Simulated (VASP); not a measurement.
# Ba (Cmmm) in VASP: notebook

The runs below take Ba through single point, with r2SCAN.

Everything below comes from runs of VASP 6.6.1. Logs are shortened: lines on timing, memory, paths and dates and some standing lists are left out, and cuts for length are marked.

## (1) The cell of the first run

It takes space group Cmmm (No. 65, orthorhombic). Conventional cell: a = 3.851 Å, b = 7.191 Å, c = 5.529 Å, α = 90.00°, β = 90.00°, γ = 90.00°. Ba (site symmetry mmm) has 6 Ba at 3.85 to 4.08 Å within 5.1 Å.

## (2) Single point, r2SCAN (strain -0.015 along x and y, -0.030 along z)

File POSCAR:

```
Ba
1.0
    1.9256750000     -3.5952500000      0.0000000000
    1.9256750000      3.5952500000      0.0000000000
    0.0000000000      0.0000000000      5.5290000000
Ba
1
Direct
    0.0000000000      0.0000000000      0.0000000000
```

File INCAR.step1:

```
PREC = Accurate ; ENCUT = 520
ISMEAR = 0 ; SIGMA = 0.15
LREAL = False ; LASPH = True
NELM = 80 ; NBANDS = 11
GGA = PE ; ALGO = Normal
EDIFF = 1E-4 ; LWAVE = True
LCHARG = False
```

File INCAR.step2:

```
PREC = Accurate ; ENCUT = 520
EDIFF = 1E-6 ; ISMEAR = 0
SIGMA = 0.15 ; LREAL = False
LASPH = True ; NELM = 80
ALGO = Normal ; ISIF = 2
LWAVE = False ; LCHARG = False
METAGGA = R2SCAN ; LMIXTAU = True
NBANDS = 11 ; ISTART = 1
```

File KPOINTS:

```
regular mesh
0
Gamma
  14 14 8
```

Potentials or basis: VASP PAW PBE potentials, release 64 (Ba_sv).

Command:

```console
> cat potpaw_PBE.64/Ba_sv/POTCAR > POTCAR
> cp INCAR.step1 INCAR
> mpirun -np 1 vasp_std > vasp.out
> cp INCAR.step2 INCAR
> mpirun -np 1 vasp_std > vasp.out
```

OUTCAR:

```text
PREC = Accurate
   ENCUT = 520
   EDIFF = 1E-6
   ISMEAR = 0
   LREAL = False
   LASPH = True
   NELM = 80
   ISIF = 2
   METAGGA = R2SCAN
   ISTART = 1

 ion  position               nearest neighbor table
   1  0.000  0.000  0.000-

  LATTYP: Found a base centered orthorhombic cell.
 ALAT       =     3.8513500000
 B/A-ratio  =     1.8670076726
 C/A-ratio  =     1.4356005037

  Lattice vectors:

 A1 = (   1.9256750000,  -3.5952500000,   0.0000000000)
 A2 = (   1.9256750000,   3.5952500000,   0.0000000000)
 A3 = (   0.0000000000,   0.0000000000,   5.5290000000)

Analysis of symmetry for initial positions (statically):
=====================================================================
 Subroutine PRICEL returns:
 Original cell was already a primitive cell.

 Routine SETGRP: Setting up the symmetry group for a
 base centered orthorhombic supercell.

 Subroutine GETGRP returns: Found  8 space group operations
 (whereof  8 operations were pure point group operations)
 out of a pool of  8 trial point group operations.

The static configuration has the point symmetry D_2h.

Analysis of symmetry for dynamics (positions and initial velocities):
=====================================================================
 Subroutine PRICEL returns:
 Original cell was already a primitive cell.

 Routine SETGRP: Setting up the symmetry group for a
 base centered orthorhombic supercell.

 Subroutine GETGRP returns: Found  8 space group operations
 (whereof  8 operations were pure point group operations)
 out of a pool of  8 trial point group operations.

The dynamic configuration has the point symmetry D_2h.

 Subroutine INISYM returns: Found  8 space group operations
 (whereof  8 operations are pure point group operations),
 and found     1 'primitive' translations

----------------------------------------------------------------------------------------

                                     Primitive cell

  volume of cell :      76.5577

  direct lattice vectors                    reciprocal lattice vectors
     1.925675000 -3.595250000  0.000000000     0.259649214 -0.139072387  0.000000000
     1.925675000  3.595250000  0.000000000     0.259649214  0.139072387  0.000000000
     0.000000000  0.000000000  5.529000000     0.000000000  0.000000000  0.180864532

  length of vectors
     4.078485843  4.078485843  5.529000000     0.294548541  0.294548541  0.180864532

  position of ions in fractional coordinates (direct lattice)
     0.000000000  0.000000000  0.000000000

  ion indices of the primitive-cell ions
   primitive index   ion index
                 1           1

----------------------------------------------------------------------------------------

 KPOINTS: regular mesh

Automatic generation of k-mesh.
 Grid dimensions read from file:
 generate k-points for:   14   14    8

 Generating k-lattice:

  Cartesian coordinates                     Fractional coordinates (reciprocal lattice)
     0.018546372 -0.009933742  0.000000000     0.071428571  0.000000000  0.000000000
     0.018546372  0.009933742  0.000000000     0.000000000  0.071428571  0.000000000
     0.000000000  0.000000000  0.022608067     0.000000000  0.000000000  0.125000000

  Length of vectors
     0.021039182  0.021039182  0.022608067

  Shift w.r.t. Gamma in fractional coordinates (k-lattice)
     0.000000000  0.000000000  0.000000000

 Subroutine IBZKPT returns following result:
 ===========================================

 Found    285 irreducible k-points:

 Following reciprocal coordinates:
            Coordinates               Weight
  0.000000  0.000000  0.000000      1.000000
  0.071429  0.000000  0.000000      4.000000
  0.142857  0.000000  0.000000      4.000000
  0.214286  0.000000  0.000000      4.000000
  0.285714  0.000000  0.000000      4.000000
  0.357143  0.000000  0.000000      4.000000
[... 16 lines left out ...]
  0.214286  0.142857  0.000000      4.000000
  0.285714  0.142857  0.000000      4.000000
 [... further k-points ...]
   k-points           NKPTS =    285   k-points in BZ     NKDIM =    285   number of bands    NBANDS=     11
   number of dos      NEDOS =    301   number of ions     NIONS =      1
   total plane-waves  NPLWV =  37800
   dimension x,y,z NGX =    30 NGY =   30 NGZ =   42
   dimension x,y,z NGXF=    60 NGYF=   60 NGZF=   84
   ions per type =               1
   NGX,Y,Z   is equivalent  to a cutoff of  12.23, 12.23, 12.63 a.u.
   NGXF,Y,Z  is equivalent  to a cutoff of  24.46, 24.46, 25.26 a.u.
 SYSTEM =  unknown system
   PREC   = accura    normal or accurate (medium, high low for compatibility)
   ISTART =      1    job   : 0-new  1-cont  2-samecut
   ICHARG =      0    charge: 1-file 2-atom 10-const
   ISPIN  =      1    spin polarized calculation?
   LNONCOLLINEAR =      F non collinear calculations
   LSORBIT =      F    spin-orbit coupling
   LASPH  =      T    aspherical Exc in radial PAW
   ENCUT  =  520.0 eV  38.22 Ry    6.18 a.u.   7.58  7.58 10.28*2*pi/ulx,y,z
   NELM   =     80;   NELMIN=  2; NELMDL=  0     # of ELM steps
   EDIFF  = 0.1E-05   stopping-criterion for ELM
   LREAL  =      F    real-space projection
   EDIFFG = 0.1E-04   stopping-criterion for IOM
   NSW    =      0    number of steps for IOM
   IBRION =     -1    ionic relax: 0-MD 1-quasi-New 2-CG
   NFREE  =      0    steps in history (QN), initial steepest desc. (CG)
   ISIF   =      2    stress and relaxation
   ISYM   =      2    0-nonsym 1-usesym 2-fastsym
   POTIM  = 0.5000    time-step for ionic-motion
   TEBEG  =    0.0;   TEEND  =   0.0 temperature during run
   PSTRESS=    0.0 pullay stress
   NELECT =      10.0000    total number of electrons
   NUPDOWN=      -1.0000    fix difference up-down
   EMIN   =  10.00;   EMAX   =-10.00  energy-range for DOS
   EFERMI =   0.00;   METHOD = LEGACY
   ISMEAR =     0;   SIGMA  =   0.15  broadening in eV -4-tet -1-fermi 0-gaus
   EFERMI_NEDOS =   21; number of points for ismear=-14 and -15
   IALGO  =     38    algorithm
   IMIX   =      4    mixing-type and parameters
     AMIX     =   0.40;   BMIX     =  1.00
     AMIX_MAG =   1.60;   BMIX_MAG =  1.00
  volume/ion in A,a.u.               =      76.56       516.64
  Fermi-wavevector in a.u.,A,eV,Ry     =   0.830638  1.569679  9.387475  0.689960
  Thomas-Fermi vector in A             =   1.943390
   LORBIT       =      0    0 simple, 1 ext, 2 COOP (PROOUT), +10 PAW based schemes
   METAGGA = R2SCAN    functional components
   LHFCALC =     F    Hartree Fock is set to
   AEXX    =    0.0000 exact exchange contribution
   IVDW    =     0    specifies the selected vdW correction
   LEPSILON=     F    determine dielectric tensor
   LRPA    =     F    only Hartree local field effects (RPA)
 non-spin polarized calculation
 Gauss-broadening in eV      SIGMA  =   0.15
  energy-cutoff  :      520.00
  volume of cell :       76.56
 maximum number of plane-waves:      2094
   NGX = 15   NGY = 15   NGZ = 21

 number of electron      10.0000000 magnetization

 Free energy of the ion-electron system (eV)
  ---------------------------------------------------
  ext. energy  EPLUGINS =         0.00000000
  ---------------------------------------------------
  free energy    TOTEN  =       -25.80704722 eV

  energy without entropy =      -25.78052039  energy(sigma->0) =      -25.79378380

 E-fermi :   0.9619     XC(G=0):  -7.0274

 val. band max:        0.9601150348   @ k =  -0.3571   0.2857   0.3750
 cond. band min:       0.9657811501   @ k =   0.2857   0.0714   0.3750
 fundamental gap:      0.0056661153
 Fermi energy:         0.9618869218

 k-point     1 :       0.0000    0.0000    0.0000
  band No.  band energies     occupation
      1     -29.1947      2.00000
      2     -14.0000      2.00000
      3     -13.5021      2.00000
      4     -13.4280      2.00000
      5      -1.5240      2.00000
      6       0.9550      1.05213
      7       2.6832      0.00000
      8       3.6859      0.00000
      9       4.6782      0.00000
     10       5.5181      0.00000
     11       5.8130      0.00000

 k-point     2 :       0.0714    0.0000    0.0000
  band No.  band energies     occupation
      1     -29.1884      2.00000
      2     -13.9919      2.00000
      3     -13.5243      2.00000
      4     -13.4766      2.00000
      5      -1.4022      2.00000
      6       1.0470      0.42247
      7       2.7403      0.00000
      8       3.5155      0.00000
      9       4.2539      0.00000
     10       5.5200      0.00000
     11       6.2086      0.00000

 k-point     3 :       0.1429    0.0000    0.0000
  band No.  band energies     occupation
      1     -29.1705      2.00000
      2     -13.9689      2.00000
      3     -13.6612      2.00000
      4     -13.5334      2.00000
      5      -1.0649      2.00000
      6       1.3014      0.00137
      7       2.6414      0.00000
      8       3.4966      0.00000
      9       3.5989      0.00000
     10       5.3801      0.00000
     11       6.9211      0.00000

 k-point     4 :       0.2143    0.0000    0.0000
  band No.  band energies     occupation
      1     -29.1445      2.00000
      2     -13.9355      2.00000
      3     -13.8815      2.00000
      4     -13.5820      2.00000
      5      -0.5908      2.00000
      6       1.5479      0.00000
      7       2.4364      0.00000
      8       2.9913      0.00000
      9       4.0106      0.00000
     10       5.1843      0.00000
     11       7.5519      0.00000
[... 239 lines left out ...]
 k-point    22 :       0.1429    0.1429    0.0000
  band No.  band energies     occupation
      1     -29.1261      2.00000
      2     -14.0327      2.00000
      3     -13.9129      2.00000
      4     -13.5978      2.00000
      5      -0.2723      2.00000
      6       1.9175      0.00000
      7       1.9237      0.00000
      8       2.7163      0.00000
      9       4.4750      0.00000
     10       5.0263      0.00000
     11       7.9891      0.00000

 k-point    23 :       0.2143    0.1429    0.0000
  band No.  band energies     occupation
      1     -29.0997      2.00000
      2     -14.2250      2.00000
      3     -13.8788      2.00000
      4     -13.6589      2.00000
      5       0.2698      2.00000
      6       1.5419      0.00000
      7       2.3433      0.00000
      8       2.4127      0.00000
      9       4.6955      0.00000
     10       5.2950      0.00000
     11       7.8046      0.00000

 k-point    24 :       0.2857    0.1429    0.0000
  band No.  band energies     occupation
      1     -29.0773      2.00000
      2     -14.3705      2.00000
      3     -13.8495      2.00000
      4     -13.7263      2.00000
      5       0.6142      1.99896
      6       1.5706      0.00000
      7       2.0863      0.00000
      8       2.9170      0.00000
      9       4.3656      0.00000
     10       5.6684      0.00000
     11       7.7887      0.00000

 [... further k-points ...]

------------------------ aborting loop because EDIFF is reached ----------------------------------------

  FORCE on cell =-STRESS in cart. coord.  units (eV):
  Direction    XX          YY          ZZ          XY          YZ          ZX
  --------------------------------------------------------------------------------------
  -------------------------------------------------------------------------------------
  Total        1.5547284      0.8866972     -1.2906678      0.0000000      0.0000000      0.0000000
  in kB       32.5369211     18.5565495    -27.0107338      0.0000000      0.0000000      0.0000000
  external PRESSURE =       8.0275789 kB  Pullay stress =       0.0000000 kB

 VOLUME and BASIS-vectors are now :
 -----------------------------------------------------------------------------
  energy-cutoff  :      520.00
  volume of cell :       76.56
      direct lattice vectors                 reciprocal lattice vectors
     1.925675000 -3.595250000  0.000000000     0.259649214 -0.139072387  0.000000000
     1.925675000  3.595250000  0.000000000     0.259649214  0.139072387  0.000000000
     0.000000000  0.000000000  5.529000000     0.000000000  0.000000000  0.180864532

 POSITION                                       TOTAL-FORCE (eV/Angst)
 -----------------------------------------------------------------------------------
      0.00000      0.00000      0.00000         0.000000      0.000000      0.000000
 -----------------------------------------------------------------------------------
    total drift:                                0.000000      0.000000     -0.000000

  FREE ENERGIE OF THE ION-ELECTRON SYSTEM (eV)
  ---------------------------------------------------
  free  energy   TOTEN  =       -25.8070472187 eV

  energy  without entropy=      -25.7805203903  energy(sigma->0) =      -25.79378380
```

It took 16 min on 1 thread of Intel Xeon 8259CL, shared host; peak memory 0.38 GiB.

Results:

```
Free energy            : -25.8070 eV
Pressure               : 0.8 GPa
Band gap on the k mesh : zero (bands 5 and 6 overlap by 1.17 eV)
```

Stress tensor (GPa, compression positive):
```
 3.25  0.00  0.00
 0.00  1.86  0.00
 0.00  0.00 -2.70
```

Levels at points of the mesh, in eV from the Fermi level:
```
           k point  band 2  band 3  band 4  band 5  band 6  band 7  band 8  band 9
(0.00, 0.00, 0.00)  -14.96  -14.46  -14.39   -2.49   -0.01    1.72    2.72    3.72
(0.50, 0.00, 0.00)  -15.46  -14.79  -14.68   -0.84    0.83    1.75    1.90    3.73
(0.50, 0.50, 0.00)  -15.33  -14.84  -14.55   -0.70    0.82    1.41    1.47    4.21
(0.00, 0.00, 0.50)  -14.99  -14.46  -14.39   -1.71   -0.28    1.76    2.69    2.76
(0.50, 0.00, 0.50)  -15.46  -14.81  -14.68   -0.67   -0.20    3.28    3.34    3.56
(0.50, 0.50, 0.50)  -15.33  -14.86  -14.55   -0.52   -0.30    2.95    3.02    3.73
```

Caveat: the cell differs from its parent crystal (strain -0.015 along x and y, -0.030 along z); the stress differs along the axes, from -3 to 3 GPa; the PAW data sets were made with another functional, which shifts forces and pressure a little; spin-orbit coupling is left out, which moves the levels of the heavy elements.

[end of part 1 of 2]
